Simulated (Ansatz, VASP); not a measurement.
## One calculation of As, two programs

```
As
1.0
     1.40481   -4.20930    0.02088
     1.40481    4.20930    0.02088
    -0.06903    0.00000    3.74610
As
2
Direct
  0.89933 0.10067 0.25000
  0.10067 0.89933 0.75000
```

Alike in both runs: functional PBE; k mesh 6 × 6 × 6; occupations gaussian, width 0.1 eV; no spin polarisation.

Ansatz relaxed the structure, and its values are those at the end. VASP's run is a single point on that final structure, the one shown.

|  | VASP | Ansatz |
| --- | --- | --- |
| version | VASP 6.6.1 | Ansatz 0.2.0 |
| potentials or method | VASP PAW PBE potentials, release 64 (As_d), cutoff 600 eV | scalar-relativistic, plane waves, PAW |
| valence electrons in the cell | 30 | 30 |

|  | VASP | Ansatz | Ansatz less VASP |
| --- | --- | --- | --- |
| gap on the k mesh at the Fermi level (eV) | none | none | - |
| pressure (GPa) | 0.1 | 0.0 | -0.10 |
| rms of the force components (eV/Å) | 0.011 | 0.004 | -0.0073 |

A gap of «none» marks a metal or a gap that the smearing closes.

The k mesh is coarse, so the values compare programs but aren't converged.
